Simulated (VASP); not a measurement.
# Hf3H4 (Immm) in VASP: relaxation of cell and atoms with PBE

Aim: the relaxation of cell and atoms of Hf3H4 with PBE.

Program: VASP 6.6.1. These are calculated values, not measurements. Logs are shortened: lines on timing, memory, paths and dates and some standing lists are left out, and cuts for length are marked.

## Step 1: The cell of the first run

The structure is orthorhombic, space group Immm (No. 71). Conventional cell: a = 3.320 Å, b = 4.700 Å, c = 9.950 Å, α = 90.00°, β = 90.00°, γ = 90.00°. Within 2.7 Å of Hf (site symmetry mm2) lie 6 H at 2.03 Å. Within 2.7 Å of Hf (site symmetry mmm) lie 4 H at 2.03 Å. Within 2.7 Å of H (site symmetry m) lie 4 Hf at 2.03 Å and 4 H at 2.35 Å.

## Step 2: Relaxation of cell and atoms, PBE

The input, INCAR:

```
ALGO     = Normal         # electronic algorithm
EDIFF    = 1E-6           # SCF threshold, eV
EDIFFG   = -0.08          # ionic threshold
ENCUT    = 600            # plane-wave cutoff, eV
GGA      = PE             # functional
IBRION   = 2              # ionic algorithm
ISIF     = 3              # what is computed and relaxed
ISMEAR   = 0              # smearing method
LASPH    = T              # aspherical terms in the spheres
LCHARG   = F              # write CHGCAR
LREAL    = F              # projectors in reciprocal space
LWAVE    = F              # write WAVECAR
NELM     = 100            # most SCF steps
NSW      = 36             # ionic steps
PREC     = Accurate       # precision mode
SIGMA    = 0.2            # smearing width, eV
```

The input, KPOINTS:

```
k-points
0
Gamma
  6 6 6
```

The input, POSCAR:

```
Hf3H4
1.0
   -1.6600000000      2.3500000000      4.9750000000
    1.6600000000     -2.3500000000      4.9750000000
    1.6600000000      2.3500000000     -4.9750000000
Hf H
3 4
Direct
    0.6667000000      0.6667000000      0.0000000000
    0.3333000000      0.3333000000      0.0000000000
    0.0000000000      0.0000000000      0.0000000000
    0.0833000000      0.8333000000      0.2500000000
    0.5833000000      0.8333000000      0.7500000000
    0.4167000000      0.1667000000      0.2500000000
    0.9167000000      0.1667000000      0.7500000000
```

Potentials or basis: VASP PAW PBE potentials, release 64 (Hf_pv, H).

On the command line:

```sh
cat potpaw_PBE.64/Hf_pv/POTCAR potpaw_PBE.64/H/POTCAR > POTCAR
mpirun -np 1 vasp_std > vasp.out
```

OUTCAR:

```text
EDIFF = 1E-6
   EDIFFG = -0.08
   ENCUT = 600
   GGA = PE
   IBRION = 2
   ISIF = 3
   ISMEAR = 0
   LASPH = T
   LREAL = F
   NELM = 100
   NSW = 36
   PREC = Accurate

 ion  position               nearest neighbor table
   1  0.667  0.667  0.000-   4 2.03   5 2.03   7 2.03   6 2.03   7 2.03   6 2.03   3 3.32   2 3.32
                             2 3.32   2 3.32   2 3.32   2 3.32   3 3.32   3 3.32   3 3.32   3 3.32
   2  0.333  0.333  0.000-   6 2.03   7 2.03   5 2.03   4 2.03   5 2.03   4 2.03   3 3.32   1 3.32
                             1 3.32   1 3.32   1 3.32   1 3.32   3 3.32   3 3.32   3 3.32   3 3.32
   3  0.000  0.000  0.000-   4 2.03   5 2.03   6 2.03   7 2.03   1 3.32   2 3.32   2 3.32   1 3.32
                             1 3.32   1 3.32   1 3.32   2 3.32   2 3.32   2 3.32
   4  0.083  0.833  0.250-   1 2.03   3 2.03   2 2.03   2 2.03
   5  0.583  0.833  0.750-   1 2.03   3 2.03   2 2.03   2 2.03
   6  0.417  0.167  0.250-   2 2.03   3 2.03   1 2.03   1 2.03
   7  0.917  0.167  0.750-   2 2.03   3 2.03   1 2.03   1 2.03

  LATTYP: Found a body centered orthorhombic cell.
 ALAT       =     3.3200000000
 B/A-ratio  =     1.4156626506
 C/A-ratio  =     2.9969879518

  Lattice vectors:

 A1 = (  -1.6600000000,   2.3500000000,   4.9750000000)
 A2 = (   1.6600000000,  -2.3500000000,   4.9750000000)
 A3 = (   1.6600000000,   2.3500000000,  -4.9750000000)

Analysis of symmetry for initial positions (statically):
=====================================================================
 Subroutine PRICEL returns:
 Original cell was already a primitive cell.

 Routine SETGRP: Setting up the symmetry group for a
 body centered orthorhombic supercell.

 Subroutine GETGRP returns: Found  8 space group operations
 (whereof  8 operations were pure point group operations)
 out of a pool of  8 trial point group operations.

The static configuration has the point symmetry D_2h.

Analysis of symmetry for dynamics (positions and initial velocities):
=====================================================================
 Subroutine PRICEL returns:
 Original cell was already a primitive cell.

 Routine SETGRP: Setting up the symmetry group for a
 body centered orthorhombic supercell.

 Subroutine GETGRP returns: Found  8 space group operations
 (whereof  8 operations were pure point group operations)
 out of a pool of  8 trial point group operations.

The dynamic configuration has the point symmetry D_2h.

 Subroutine INISYM returns: Found  8 space group operations
 (whereof  8 operations are pure point group operations),
 and found     1 'primitive' translations

----------------------------------------------------------------------------------------

                                     Primitive cell

  volume of cell :      77.6299

  direct lattice vectors                    reciprocal lattice vectors
    -1.660000000  2.350000000  4.975000000     0.000000000  0.212765957  0.100502513
     1.660000000 -2.350000000  4.975000000     0.301204819  0.000000000  0.100502513
     1.660000000  2.350000000 -4.975000000     0.301204819  0.212765957  0.000000000

  length of vectors
     5.747062293  5.747062293  5.747062293     0.235308537  0.317529681  0.368773231

  position of ions in fractional coordinates (direct lattice)
     0.666700000  0.666700000  0.000000000
     0.333300000  0.333300000  0.000000000
     0.000000000  0.000000000  0.000000000
     0.083300000  0.833300000  0.250000000
     0.583300000  0.833300000  0.750000000
     0.416700000  0.166700000  0.250000000
     0.916700000  0.166700000  0.750000000

  ion indices of the primitive-cell ions
   primitive index   ion index
                 1           1
                 2           2
                 3           3
                 4           4
                 5           5
                 6           6
                 7           7

----------------------------------------------------------------------------------------

 KPOINTS: k-points

Automatic generation of k-mesh.
 Grid dimensions read from file:
 generate k-points for:    6    6    6

 Generating k-lattice:

  Cartesian coordinates                     Fractional coordinates (reciprocal lattice)
     0.000000000  0.035460993  0.016750419     0.166666667 -0.000000000  0.000000000
     0.050200803  0.000000000  0.016750419    -0.000000000  0.166666667  0.000000000
     0.050200803  0.035460993  0.000000000     0.000000000 -0.000000000  0.166666667

  Length of vectors
     0.039218090  0.052921613  0.061462205

  Shift w.r.t. Gamma in fractional coordinates (k-lattice)
     0.000000000  0.000000000  0.000000000

 Subroutine IBZKPT returns following result:
 ===========================================

 Found     46 irreducible k-points:

 Following reciprocal coordinates:
            Coordinates               Weight
  0.000000  0.000000  0.000000      1.000000
  0.166667  0.000000  0.000000      4.000000
  0.333333  0.000000 -0.000000      4.000000
  0.500000 -0.000000  0.000000      2.000000
  0.000000  0.166667 -0.000000      4.000000
  0.166667  0.166667 -0.000000      8.000000
[... 16 lines left out ...]
 -0.166667  0.166667  0.166667      2.000000
  0.166667  0.333333  0.166667      4.000000
 [... further k-points ...]
   k-points           NKPTS =     46   k-points in BZ     NKDIM =     46   number of bands    NBANDS=     21
   number of dos      NEDOS =    301   number of ions     NIONS =      7
   total plane-waves  NPLWV = 110592
   dimension x,y,z NGX =    48 NGY =   48 NGZ =   48
   dimension x,y,z NGXF=    96 NGYF=   96 NGZF=   96
   ions per type =               3   4
   NGX,Y,Z   is equivalent  to a cutoff of  13.89, 13.89, 13.89 a.u.
   NGXF,Y,Z  is equivalent  to a cutoff of  27.77, 27.77, 27.77 a.u.
 SYSTEM =  unknown system
   PREC   = accura    normal or accurate (medium, high low for compatibility)
   ISTART =      0    job   : 0-new  1-cont  2-samecut
   ICHARG =      2    charge: 1-file 2-atom 10-const
   ISPIN  =      1    spin polarized calculation?
   LNONCOLLINEAR =      F non collinear calculations
   LSORBIT =      F    spin-orbit coupling
   LASPH  =      T    aspherical Exc in radial PAW
   ENCUT  =  600.0 eV  44.10 Ry    6.64 a.u.  11.48 11.48 11.48*2*pi/ulx,y,z
   NELM   =    100;   NELMIN=  2; NELMDL= -5     # of ELM steps
   EDIFF  = 0.1E-05   stopping-criterion for ELM
   LREAL  =      F    real-space projection
   EDIFFG = -.8E-01   stopping-criterion for IOM
   NSW    =     36    number of steps for IOM
   IBRION =      2    ionic relax: 0-MD 1-quasi-New 2-CG
   NFREE  =      1    steps in history (QN), initial steepest desc. (CG)
   ISIF   =      3    stress and relaxation
   ISYM   =      2    0-nonsym 1-usesym 2-fastsym
   POTIM  = 0.5000    time-step for ionic-motion
   TEBEG  =    0.0;   TEEND  =   0.0 temperature during run
   PSTRESS=    0.0 pullay stress
   NELECT =      34.0000    total number of electrons
   NUPDOWN=      -1.0000    fix difference up-down
   EMIN   =  10.00;   EMAX   =-10.00  energy-range for DOS
   EFERMI =   0.00;   METHOD = LEGACY
   ISMEAR =     0;   SIGMA  =   0.20  broadening in eV -4-tet -1-fermi 0-gaus
   EFERMI_NEDOS =   21; number of points for ismear=-14 and -15
   IALGO  =     38    algorithm
   IMIX   =      4    mixing-type and parameters
     AMIX     =   0.40;   BMIX     =  1.00
     AMIX_MAG =   1.60;   BMIX_MAG =  1.00
  volume/ion in A,a.u.               =      11.09        74.84
  Fermi-wavevector in a.u.,A,eV,Ry     =   1.243249  2.349400 21.030092  1.545668
  Thomas-Fermi vector in A             =   2.377568
   LORBIT       =      0    0 simple, 1 ext, 2 COOP (PROOUT), +10 PAW based schemes
   GGA     = PE    functional components
   LHFCALC =     F    Hartree Fock is set to
   AEXX    =    0.0000 exact exchange contribution
   IVDW    =     0    specifies the selected vdW correction
   LEPSILON=     F    determine dielectric tensor
   LRPA    =     F    only Hartree local field effects (RPA)
 conjugate gradient relaxation of ions
 non-spin polarized calculation
 Gauss-broadening in eV      SIGMA  =   0.20
  energy-cutoff  :      600.00
  volume of cell :       77.63
 maximum number of plane-waves:      2622
 NGX is ok and might be reduce to    48
   NGX = 23   NGY = 23   NGZ = 23

--------------------------------------- Ionic step        1  -------------------------------------------

 number of electron      34.0000000 magnetization

 Free energy of the ion-electron system (eV)
  ---------------------------------------------------
  ext. energy  EPLUGINS =         0.00000000
  ---------------------------------------------------
  free energy    TOTEN  =       -46.18454427 eV

  energy without entropy =      -46.13352407  energy(sigma->0) =      -46.15903417

------------------------ aborting loop because EDIFF is reached ----------------------------------------

  FORCE on cell =-STRESS in cart. coord.  units (eV):
  Direction    XX          YY          ZZ          XY          YZ          ZX
  --------------------------------------------------------------------------------------
  -------------------------------------------------------------------------------------
  Total       -1.4208847     -0.1550925     -0.0455278     -0.0000000      0.0000000      0.0000000
  in kB      -29.3251606     -3.2009026     -0.9396332     -0.0000000      0.0000000      0.0000000
  external PRESSURE =     -11.1552321 kB  Pullay stress =       0.0000000 kB
[... 190 lines left out ...]
  energy  without entropy=      -46.2692450915  energy(sigma->0) =      -46.29387253

--------------------------------------- Ionic step        6  -------------------------------------------

 number of electron      34.0000000 magnetization

 Free energy of the ion-electron system (eV)
  ---------------------------------------------------
  ext. energy  EPLUGINS =         0.00000000
  ---------------------------------------------------
  free energy    TOTEN  =       -46.32070914 eV

  energy without entropy =      -46.27172578  energy(sigma->0) =      -46.29621746

 E-fermi :   4.7388     XC(G=0): -11.2616

 val. band max:        4.7371750051   @ k =   0.1667   0.3333   0.1667
 cond. band min:       4.7484338457   @ k =  -0.3333   0.3333   0.1667
 fundamental gap:      0.0112588406
 Fermi energy:         4.7388068612

 k-point     1 :       0.0000    0.0000    0.0000
  band No.  band energies     occupation
      1     -26.2808      2.00000
      2     -26.2754      2.00000
      3     -26.2247      2.00000
      4     -26.1951      2.00000
      5     -26.1046      2.00000
      6     -26.0701      2.00000
[... 550 lines left out ...]
      5     -26.1074      2.00000
      6     -26.0257      2.00000
[... 13 lines left out ...]
     20       5.9820      0.00000
     21       7.0438      0.00000

 [... further k-points ...]

------------------------ aborting loop because EDIFF is reached ----------------------------------------

  FORCE on cell =-STRESS in cart. coord.  units (eV):
  Direction    XX          YY          ZZ          XY          YZ          ZX
  --------------------------------------------------------------------------------------
  -------------------------------------------------------------------------------------
  Total       -0.1193504     -0.1886405      0.1529806      0.0000000      0.0000000      0.0000000
  in kB       -2.4877457     -3.9320324      3.1887359      0.0000000      0.0000000      0.0000000
  external PRESSURE =      -1.0770141 kB  Pullay stress =       0.0000000 kB
[... 22 lines left out ...]
  FREE ENERGIE OF THE ION-ELECTRON SYSTEM (eV)
  ---------------------------------------------------
  free  energy   TOTEN  =       -46.3207091352 eV

  energy  without entropy=      -46.2717257796  energy(sigma->0) =      -46.29621746

 reached required accuracy - stopping structural energy minimisation
```

Run time: 3.6 min. Hardware: 1 thread of Intel Xeon 6975P-C (Granite Rapids), shared host; peak memory 0.39 GiB.

What came out:

```yaml
Free_energy: -46.3207 eV
Relaxed_volume: 10.98 Å³/atom
Relaxed_cell: a = 5.742 Å, b = 5.742 Å, c = 5.742 Å, α = 146.68°, β = 131.77°, γ = 59.88°
Space_group_after_relaxing_to_0.1_Å: Immm (No. 71)
Energy_gained_by_relaxing: 19.5 meV/atom
Ionic_steps: 6
Pressure_after_relaxing: -0.1 GPa
Largest_force_after_relaxing: 0.057 eV/Å
Band_gap_on_the_k_mesh: zero (bands 17 and 18 overlap by 0.98 eV)
```

Forces on the atoms (eV/Å):
```
Hf   0.000  0.000  0.017
Hf   0.000  0.000 -0.017
Hf   0.000  0.000  0.000
H    0.000 -0.034 -0.045
H    0.000  0.034 -0.045
H    0.000 -0.034  0.045
H    0.000  0.034  0.045
```

Stress tensor (GPa, compression positive):
```
-0.25  0.00  0.00
 0.00 -0.39  0.00
 0.00  0.00  0.32
```

Step by step:
```csv
step,energy change (eV),largest force (eV/Å),pressure (GPa),volume (Å³)
1,0.0000,1.2542,-1.12,77.63
2,-0.1130,0.4907,0.04,76.76
3,-0.1280,0.1319,0.93,76.31
4,-0.1339,0.0833,-0.37,77.02
5,-0.1340,0.0811,-0.44,77.06
6,-0.1362,0.0569,-0.11,76.86
```

Final structure:
```
CELL_PARAMETERS angstrom
-1.64601 2.34623 4.97583
1.64601 -2.34623 4.97583
1.64601 2.34623 -4.97583
ATOMIC_POSITIONS crystal
Hf 0.65627 0.65627 0.00000
Hf 0.34373 0.34373 0.00000
Hf 0.00000 0.00000 0.00000
H 0.08202 0.83327 0.24876
H 0.58451 0.83327 0.75124
H 0.41549 0.16673 0.24876
H 0.91798 0.16673 0.75124
```

Caveat: spin-orbit coupling is left out, which moves the levels of the heavy elements; the relaxation stopped at a loose force limit of 0.08 eV/Å, so its end isn't a converged minimum.
